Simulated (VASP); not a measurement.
Input of a VASP 6.6.1 run:

The input INCAR:

```
SYSTEM = NaF
PREC = Accurate ; ENCUT = 520
EDIFF = 1E-8 ; ISMEAR = 0
SIGMA = 0.01 ; LREAL = .FALSE.
LASPH = .TRUE. ; NELM = 80
ALGO = Normal ; ISIF = 2
LWAVE = .FALSE. ; LCHARG = .FALSE.
GGA = PE ; LEPSILON = .TRUE.
```

Contents of KPOINTS:

```
Automatic mesh
0
G
  8 8 8
  0 0 0
```

File POSCAR:

```
NaF
1.0
    2.7934851918      0.0000000000      0.0000000000
    0.0000000000      2.7934851918      0.0000000000
    0.0000000000      0.0000000000      2.7934851918
Na F
1 1
Direct
    0.0000000000      0.0000000000      0.0000000000
    0.5000000000      0.5000000000      0.5000000000
```

Potentials or basis: VASP PAW PBE potentials, release 64 (Na_pv, F).

Command:

```sh
$ cat potpaw_PBE.64/Na_pv/POTCAR potpaw_PBE.64/F/POTCAR > POTCAR
$ mpirun -np 1 vasp_std > vasp.out
```

Problem. Estimate the electronic dielectric tensor (diagonal).

Solution. 1.96.

Problem. Estimate the Born charges (mean of the diagonal).

Solution. Na +1.04; F -1.04 e.

Problem. What does it give for the band gap on the k mesh?

Solution. 6.11 eV, indirect (least direct gap 6.45 eV).

Born effective charge tensors (e):
atom 1, Na
```
1.04 0.00 0.00
0.00 1.04 0.00
0.00 0.00 1.04
```
atom 2, F
```
-1.04  0.00  0.00
 0.00 -1.04  0.00
 0.00  0.00 -1.04
```

A k mesh can miss the band edges. Expect the measured gap to be larger: semilocal functionals such as PBE lack the derivative discontinuity.
